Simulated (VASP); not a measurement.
# InP in VASP: single point with PBEsol

Aim: the single point of InP with PBEsol.

All numbers are computed with VASP 6.6.1; they aren't measurements. Logs are shortened: lines on timing, memory, paths and dates and some standing lists are left out, and cuts for length are marked.

### 1 The cell of the first run

The cell holds a slab with vacuum, 20 atoms: a = 5.879 Å, b = 4.157 Å, c = 34.706 Å, α = 90.00°, β = 90.00°, γ = 90.00°.

### 2 Single point, PBEsol

The input, INCAR:

```
SYSTEM = InP
ALGO = Normal
DIPOL = 0.5 0.5 0.500
EDIFF = 1E-6
ENCUT = 520
GGA = PS
IDIPOL = 3
ISIF = 2
ISMEAR = 0
KPAR = 4
LASPH = .TRUE.
LCHARG = .TRUE.
LDIPOL = .TRUE.
LREAL = Auto
LVACPOTAV = .TRUE.
LVHAR = .TRUE.
LWAVE = .FALSE.
NBANDS = 106
NELM = 60
PREC = Accurate
SIGMA = 0.05
```

The input, KPOINTS:

```
k-points
0
G
  4 6 1
  0 0 0
```

The input, POSCAR:

```
InP
1.0
    5.8786887800      0.0000000000      0.0000000000
    0.0000000000      4.1568607000      0.0000000000
    0.0000000000      0.0000000000     34.7058731520
In P
10 10
Direct
    0.5607356703      0.5000000000      0.2435426579
   -0.0121629682      0.0000000000      0.2875959749
    0.4908023166      0.5000000000      0.3512404539
   -0.0106189294      0.0000000000      0.4094948248
    0.4908847180      0.5000000000      0.4704297498
   -0.0091183098      0.0000000000      0.5295700820
    0.4893728311      0.5000000000      0.5905049202
   -0.0092106270      0.0000000000      0.6487593515
    0.4878185355      0.5000000000      0.7124039244
    0.0607097478      0.0000000000      0.7564566484
    0.7697015344      0.0000000000      0.2237369698
    0.2376031045      0.5000000000      0.2910714731
    0.7428280404      0.0000000000      0.3492345399
    0.2394783308      0.5000000000      0.4106756767
    0.7408164347      0.0000000000      0.4697165774
    0.2408136049      0.5000000000      0.5302838737
    0.7394700503      0.0000000000      0.5893248261
    0.2428159279      0.5000000000      0.6507661513
    0.7375845741      0.0000000000      0.7089289622
    0.2696754130      0.5000000000      0.7762623617
```

Potentials or basis: VASP PAW PBE potentials, release 64 (In_d, P).

Run with:

```
$ cat potpaw_PBE.64/In_d/POTCAR potpaw_PBE.64/P/POTCAR > POTCAR
$ mpirun -np 4 vasp_std > vasp.out
```

OUTCAR:

```text
SYSTEM = InP
   EDIFF = 1E-6
   ENCUT = 520
   GGA = PS
   ISIF = 2
   ISMEAR = 0
   LASPH = .TRUE.
   LREAL = Auto
   NELM = 60
   PREC = Accurate

 ion  position               nearest neighbor table
   1  0.561  0.500  0.244-  11 2.51  11 2.51  12 2.52   2 3.60   2 3.60   3 3.76
   2  0.988  0.000  0.288-  12 2.55  12 2.55  11 2.56  13 2.58   1 3.60   1 3.60
   3  0.491  0.500  0.351-  14 2.54  13 2.55  13 2.55  12 2.56   1 3.76
   4  0.989  0.000  0.409-  13 2.54  14 2.55  14 2.55  15 2.55
   5  0.491  0.500  0.470-  16 2.54  15 2.55  15 2.55  14 2.55
   6  0.991  0.000  0.530-  15 2.54  16 2.55  16 2.55  17 2.55
   7  0.489  0.500  0.591-  18 2.54  17 2.55  17 2.55  16 2.55
   8  0.991  0.000  0.649-  17 2.54  18 2.55  18 2.55  19 2.56  10 3.76
   9  0.488  0.500  0.712-  19 2.55  19 2.55  20 2.56  18 2.58  10 3.60  10 3.60
  10  0.061  0.000  0.756-  20 2.51  20 2.51  19 2.52   9 3.60   9 3.60   8 3.76
  11  0.770  0.000  0.224-   1 2.51   1 2.51   2 2.56
  12  0.238  0.500  0.291-   1 2.52   2 2.55   2 2.55   3 2.56
  13  0.743  0.000  0.349-   4 2.54   3 2.55   3 2.55   2 2.58
  14  0.239  0.500  0.411-   3 2.54   4 2.55   4 2.55   5 2.55
  15  0.741  0.000  0.470-   6 2.54   5 2.55   5 2.55   4 2.55
  16  0.241  0.500  0.530-   5 2.54   6 2.55   6 2.55   7 2.55
  17  0.739  0.000  0.589-   8 2.54   7 2.55   7 2.55   6 2.55
  18  0.243  0.500  0.651-   7 2.54   8 2.55   8 2.55   9 2.58
  19  0.738  0.000  0.709-  10 2.52   9 2.55   9 2.55   8 2.56
  20  0.270  0.500  0.776-  10 2.51  10 2.51   9 2.56

  LATTYP: Found a simple orthorhombic cell.
 ALAT       =     4.1568607000
 B/A-ratio  =     1.4142135627
 C/A-ratio  =     8.3490584979

  Lattice vectors:

 A1 = (   0.0000000000,  -4.1568607000,   0.0000000000)
 A2 = (   5.8786887800,   0.0000000000,   0.0000000000)
 A3 = (   0.0000000000,   0.0000000000,  34.7058731520)

Analysis of symmetry for initial positions (statically):
=====================================================================
 Subroutine PRICEL returns:
 Original cell was already a primitive cell.

 Routine SETGRP: Setting up the symmetry group for a
 simple orthorhombic supercell.

 Subroutine GETGRP returns: Found  2 space group operations
 (whereof  2 operations were pure point group operations)
 out of a pool of  8 trial point group operations.

The static configuration has the point symmetry C_1h.

Analysis of symmetry for dynamics (positions and initial velocities):
=====================================================================
 Subroutine PRICEL returns:
 Original cell was already a primitive cell.

 Routine SETGRP: Setting up the symmetry group for a
 simple orthorhombic supercell.

[... 141 lines left out ...]
   EFERMI =   0.00;   METHOD = LEGACY
   ISMEAR =     0;   SIGMA  =   0.05  broadening in eV -4-tet -1-fermi 0-gaus
   EFERMI_NEDOS =   21; number of points for ismear=-14 and -15
   IALGO  =     38    algorithm
   IMIX   =      4    mixing-type and parameters
     AMIX     =   0.40;   BMIX     =  1.00
     AMIX_MAG =   1.60;   BMIX_MAG =  1.00
  volume/ion in A,a.u.               =      42.41       286.16
  Fermi-wavevector in a.u.,A,eV,Ry     =   0.976523  1.845362 12.974490  0.953598
  Thomas-Fermi vector in A             =   2.107149
   LORBIT       =      0    0 simple, 1 ext, 2 COOP (PROOUT), +10 PAW based schemes
   GGA     = PS    functional components
   LHFCALC =     F    Hartree Fock is set to
   AEXX    =    0.0000 exact exchange contribution
   IVDW    =     0    specifies the selected vdW correction
   LEPSILON=     F    determine dielectric tensor
   LRPA    =     F    only Hartree local field effects (RPA)
 non-spin polarized calculation
 Gauss-broadening in eV      SIGMA  =   0.05
  energy-cutoff  :      520.00
  volume of cell :      848.10
 maximum number of plane-waves:     22912
 NGX is ok and might be reduce to    48
   NGX = 21   NGY = 15   NGZ =129

 dipolmoment           0.000000      0.000000     -0.000031 electrons x Angstroem

 number of electron     179.9999987 magnetization

 dipolmoment           0.000000      0.000000      0.000055 electrons x Angstroem

 Free energy of the ion-electron system (eV)
  ---------------------------------------------------
  ext. energy  EPLUGINS =         0.00000000
  ---------------------------------------------------
  free energy    TOTEN  =       -89.47841825 eV

  energy without entropy =      -89.47841825  energy(sigma->0) =      -89.47841825

 E-fermi :   1.1529     XC(G=0):  -6.0728

 val. band max:        0.9099337747   @ k =   0.0000   0.0000   0.0000
 cond. band min:       1.8011091927   @ k =   0.0000   0.0000   0.0000
 fundamental gap:      0.8911754180
 Fermi energy:         1.1529264236

 k-point     1 :       0.0000    0.0000    0.0000
  band No.  band energies     occupation
      1     -13.4324      2.00000
      2     -13.4321      2.00000
      3     -13.3890      2.00000
      4     -13.3810      2.00000
      5     -13.3639      2.00000
      6     -13.3451      2.00000
[... 1249 lines left out ...]
    101       4.9140      0.00000
    102       4.9141      0.00000
 [bands above 102 left out]

------------------------ aborting loop because EDIFF is reached ----------------------------------------

  FORCE on cell =-STRESS in cart. coord.  units (eV):
  Direction    XX          YY          ZZ          XY          YZ          ZX
  --------------------------------------------------------------------------------------
  -------------------------------------------------------------------------------------
  Total       -1.0186617     -1.9233785     -0.2580226      0.0000000      0.0000000      0.0030312
  in kB       -1.9243837     -3.6335105     -0.4874381      0.0000000      0.0000000      0.0057263
  external PRESSURE =      -2.0151107 kB  Pullay stress =       0.0000000 kB

 VOLUME and BASIS-vectors are now :
 -----------------------------------------------------------------------------
  energy-cutoff  :      520.00
  volume of cell :      848.10
      direct lattice vectors                 reciprocal lattice vectors
     5.878688780  0.000000000  0.000000000     0.170105960  0.000000000  0.000000000
     0.000000000  4.156860700  0.000000000     0.000000000  0.240566156  0.000000000
     0.000000000  0.000000000 34.705873152     0.000000000  0.000000000  0.028813567

 POSITION                                       TOTAL-FORCE (eV/Angst)
 -----------------------------------------------------------------------------------
      3.29639      2.07843      8.45236        -0.003901      0.000000      0.004127
      5.80719      0.00000      9.98127        -0.025282      0.000000      0.011705
      2.88527      2.07843     12.19011         0.004582      0.000000      0.018282
      5.81626      0.00000     14.21188        -0.008420      0.000000      0.005631
      2.88576      2.07843     16.32668         0.004052      0.000000     -0.003775
      5.82509      0.00000     18.37919         0.004154      0.000000      0.004336
[... 12 lines left out ...]
      4.33603      0.00000     24.60400         0.016146      0.000000      0.000614
      1.58534      2.07843     26.94086        -0.005869      0.000000     -0.009317
 -----------------------------------------------------------------------------------
    total drift:                               -0.035116      0.000000     -0.001443

  FREE ENERGIE OF THE ION-ELECTRON SYSTEM (eV)
  ---------------------------------------------------
  free  energy   TOTEN  =       -89.4784182494 eV

  energy  without entropy=      -89.4784182494  energy(sigma->0) =      -89.47841825

 vacuum level on the upper side and lower side of the slab         6.098         6.097
```

It took 15 min on 4 MPI ranks of Intel Xeon Platinum 8259CL at 2.50GHz (Skylake/Cascade Lake), shared host; peak memory 1.2 GiB.

Results:

```
Free energy            : -89.4784 eV
Largest force          : 0.028 eV/Å
Band gap on the k mesh : 0.89 eV
```

Forces on the atoms (eV/Å):
```
In  -0.004  0.000  0.004
In  -0.025  0.000  0.012
In   0.005  0.000  0.018
In  -0.008  0.000  0.006
In   0.004  0.000 -0.004
In   0.004  0.000  0.004
In  -0.008  0.000 -0.005
In   0.004  0.000 -0.019
In  -0.025  0.000 -0.011
In  -0.003  0.000 -0.004
P   -0.006  0.000  0.010
P    0.016  0.000 -0.001
P    0.007  0.000 -0.004
P    0.008  0.000 -0.005
P    0.002  0.000 -0.001
P    0.002  0.000  0.001
P    0.008  0.000  0.005
P    0.007  0.000  0.003
P    0.016  0.000  0.001
P   -0.006  0.000 -0.009
```

Caveat: the PAW data sets were made with another functional, which shifts forces and pressure a little; spin-orbit coupling is left out, which moves the levels of the heavy elements.
